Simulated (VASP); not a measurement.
Set up this calculation in VASP 6.6.1, as the native input.

- Task: single point
- Functional: LDA
- Potentials or basis: VASP PAW LDA potentials, release 64 (C, Si, H)
- Cutoff: 520 eV
- k mesh: 4 × 8 × 1
- Occupations: gaussian, width 0.05 eV
- Spin: no spin polarisation
- Dipole correction: yes
- Further INCAR settings: LREAL = Auto; ALGO = Normal; EDIFF = 1e-07; NBANDS = 45

The structure of Si3H2C4 lies in POSCAR:

```
Si3H2C4
1.0
    6.1223116280      0.0000000000      0.0000000000
    0.0000000000      3.0611558140      0.0000000000
    0.0000000000      0.0000000000     19.9960979072
C Si H
8 6 4
Direct
    0.5000000000      0.5000000000      0.2326656844
    0.0000000000      0.5000000000      0.2326656844
    0.7500000000      0.0000000000      0.3409150060
    0.2500000000      0.0000000000      0.3409150060
   -0.0120628109      0.5000000000      0.4593445335
    0.5089923452      0.5000000000      0.4404489798
    0.3899513252      0.0000000000      0.5313750920
    0.6008192097      0.0000000000      0.5598806535
    0.2500000000      0.5000000000      0.2867903452
    0.7500000000      0.5000000000      0.2867903452
    0.5028850404      0.0000000000      0.3910616351
   -0.0068673879      0.0000000000      0.3995748737
    0.7104917714      0.5000000000      0.5134179933
    0.2663496647      0.5000000000      0.4979190830
    0.5000000000      0.2236746754      0.1987605550
    0.5000000000      0.7763253246      0.1987605550
    0.0000000000      0.7759774367      0.1986431602
    0.0000000000      0.2240225633      0.1986431602
```

One way to write it, as run:

INCAR

```
SYSTEM = Si3H2C4
  PREC = Accurate
  ENCUT = 520
  EDIFF = 1E-7
  ISMEAR = 0
  SIGMA = 0.05
  LREAL = Auto
  LASPH = .True.
  NELM = 100
  ALGO = Normal
  ISIF = 2
  LWAVE = .False.
  LCHARG = .False.
  LDIPOL = .True.
  IDIPOL = 3
  DIPOL = 0.5 0.5 0.350
  NBANDS = 45
```

KPOINTS

```
regular mesh
0
Gamma
  4 8 1
  0 0 0
```

Potentials or basis: VASP PAW LDA potentials, release 64 (C, Si, H).

Run with:

```bash
$ cat potpaw_LDA.64/C/POTCAR potpaw_LDA.64/Si/POTCAR potpaw_LDA.64/H/POTCAR > POTCAR
$ mpirun -np 1 vasp_std > vasp.out
```

It gave:

| Item | Value |
| --- | --- |
| Largest force | 3.560 eV/Å |
| Band gap on the k mesh | zero (bands 30 and 31 overlap by 0.18 eV) |

It took 13 min on 1 thread of AMD EPYC 7R43 64-Core Processor (Zen 3) (shared host), peak memory 0.39 GiB.
